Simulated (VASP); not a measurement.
Runs of VASP 6.6.1 on ZnF2. The structure is that of space group P4_2/mnm (No. 136), or close to it. The cells are those of the table. 

```csv
task,cell,k mesh,smearing,gap on the mesh (eV),pressure (GPa),largest force (eV/Å)
single point,"a = 4.631, b = 4.631, c = 3.088 Å, 6 atoms",4 × 4 × 6,gaussian 0.01 eV,3.40,0.6,0.01
relaxation of cell and atoms,"relaxed from a = 4.705, b = 4.705, c = 3.134 Å, 6 atoms",6 × 6 × 10,fermi-dirac 0.05 eV,3.39,0.0,-
single point,"a = 4.631, b = 4.631, c = 3.088 Å, 6 atoms",6 × 6 × 10,fermi-dirac 0.05 eV,3.40,0.6,0.01
single point,"a = 4.631, b = 4.631, c = 3.088 Å, 6 atoms","4 × 4 × 6, shifted",gaussian 0.01 eV,(a),0.6,0.01
```

Alike in all rows: level LDA; potentials or basis VASP PAW LDA potentials, release 64 (Zn, F); no spin polarisation; cutoff (eV) 600.

Estimate the missing entries.

(a) 4.18.

Caveats: a shifted mesh leaves out Γ, where band edges can lie (at least some runs).

A k mesh can miss the band edges.
